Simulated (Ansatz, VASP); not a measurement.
# Two plane-wave programs on PtS2

Contents of INCAR:

```
SYSTEM = PtS2
PREC = Accurate ; ENCUT = 520
EDIFF = 1E-6 ; ISMEAR = -1
SIGMA = 0.02 ; LREAL = .FALSE.
LASPH = .TRUE. ; NELM = 100
ALGO = Normal ; ISIF = 2
LWAVE = .FALSE. ; LCHARG = .FALSE.
GGA = PE ; NBANDS = 18
```

KPOINTS

```
regular mesh
0
G
  12 12 6
  0 0 0
```

POSCAR

```
PtS2
1.0
    3.6059312036      0.0000000000      0.0000000000
   -1.8029656018      3.0766778587      0.0000000000
    0.0000000000      0.0000000000      5.1227110550
Pt S
1 2
Direct
    0.0000000000      0.0000000000      0.0000000000
    0.3346053222      0.6692106443      0.2367993083
    0.6653946778      0.3307893557      0.7632006917
```

Input for Ansatz:

```yaml
crystal:
  lattice:
    - [3.6059312036, 0.0, 0.0]
    - [-1.8029656018, 3.0766778587, 0.0]
    - [0.0, 0.0, 5.122711055]
  atoms:
    - { symbol: Pt, position: [0.0, 0.0, 0.0] }
    - { symbol: S, position: [0.3346053222, 0.6692106443, 0.2367993083] }
    - { symbol: S, position: [0.6653946778, 0.3307893557, 0.7632006917] }
kpoints:
  mp_grid: { grid: [12, 12, 6] }
  band_path:
    path:
      - [0.0, 0.0, 0.0]
      - [0.5, 0.0, 0.0]
      - [0.3333333333, 0.3333333333, 0.0]
      - [0.0, 0.0, 0.5]
      - [0.5, 0.0, 0.5]
      - [0.3333333333, 0.3333333333, 0.5]
      - [0.0, 0.25, 0.3333333333]
      - [0.0, 0.169271, 0.184896]
      - [0.283854, -0.002604, -0.294271]
    npoints: 1
hamiltonian:
  xc: pbe
scf:
  occupations: { method: fermi_dirac, width: 0.02 }
  n_extra_bands: 4
output:
  forces: true
  stress: true
  eigenvalues: true
```

Change from the starting cell: uniaxial_x strain +1.5%.

Alike in both runs: task single point; functional PBE; k mesh 12 × 12 × 6; occupations fermi-dirac, width 0.02 eV; no spin polarisation.

|  | VASP | Ansatz |
| --- | --- | --- |
| version | VASP 6.6.1 | Ansatz 0.2.0 |
| potentials or method | VASP PAW PBE potentials, release 64 (Pt, S) | plane waves, PAW |
| plane-wave cutoff (eV) | 520 | 420 |
| valence electrons in the cell | 22 | 30 |

```tsv
	VASP	Ansatz	Ansatz less VASP
pressure (GPa)	1.7	2.2	+0.44
traceless stress, the component that is largest in VASP (GPa)	-1.11	-1.04	+0.067
rms of the force components (eV/Å)	0.008	0.025	+0.0176
```

Atom by atom the forces differ by 0.018 eV/Å (rms over components). The functional is the same, so the differences come from potentials, cutoffs and numerics. VASP's potentials hold 22 valence electrons a cell and Ansatz's 30, so a difference there can come from the potentials and not from the codes.

Spin-orbit coupling is off throughout.
